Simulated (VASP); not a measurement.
**MnS: single point with PBEsol**

MnS:

```
CELL_PARAMETERS angstrom
0.00000 2.80000 2.80000
2.80000 0.00000 2.80000
2.80000 2.80000 0.00000
ATOMIC_POSITIONS crystal
Mn 0.00000 0.00000 0.00000
S 0.75000 0.75000 0.75000
```

```
Program                : VASP 6.6.1
Task                   : single point
Functional             : PBEsol
Potentials or basis    : VASP PAW PBE potentials, release 64 (Mn_pv, S)
Cutoff                 : 520 eV
k mesh                 : 10 × 10 × 10
Occupations            : gaussian, width 0.05 eV
Spin                   : collinear spin, ferromagnetic start
Starting moments       : [0.5, 0.0] μB
Dipole correction      : no
Further INCAR settings : ALGO = Normal; EDIFF = 1e-07; NBANDS = 20
```

```
Pressure                                              : -23.7 GPa
Net moment                                            : -0.17 μB per cell
Site moments                                          : Mn -0.18; S +0.03 μB
Valence electrons inside the program's atomic spheres : Mn 11.49; S 3.59
```

Levels at points of the mesh, in eV from the Fermi level:
Spin up:
| k point | band 7 | band 8 | band 9 | band 10 | band 11 | band 12 |
| --- | --- | --- | --- | --- | --- | --- |
| (0.00, 0.00, 0.00) | -3.43 | -0.42 | -0.42 | 1.89 | 2.17 | 2.17 |
| (0.50, 0.00, 0.00) | -3.31 | -0.27 | -0.27 | -0.03 | 1.22 | 1.22 |
| (0.50, 0.50, 0.00) | -3.28 | -0.62 | -0.20 | -0.11 | 0.36 | 0.36 |
Spin down:
```csv
k point,band 7,band 8,band 9,band 10,band 11,band 12
"(0.00, 0.00, 0.00)",-3.53,-0.29,-0.29,1.84,1.89,1.89
"(0.50, 0.00, 0.00)",-3.37,-0.40,-0.23,-0.23,0.99,0.99
"(0.50, 0.50, 0.00)",-3.30,-0.93,-0.09,0.01,0.01,0.03
```

It took 2.7 min on 1 thread of Intel(R) Xeon(R) 6975P-C (Granite Rapids), with other jobs on the host, peak memory 0.22 GiB.

Caveat: the cell stands under tension; the PAW data sets were made with another functional, which shifts forces and pressure a little; semilocal functionals often make such compounds metallic where correlation or magnetic order opens a gap, which also shifts bond lengths. With open d or f shells a metallic result of PBEsol can be an artefact of self-interaction; +U or a hybrid may open a gap.
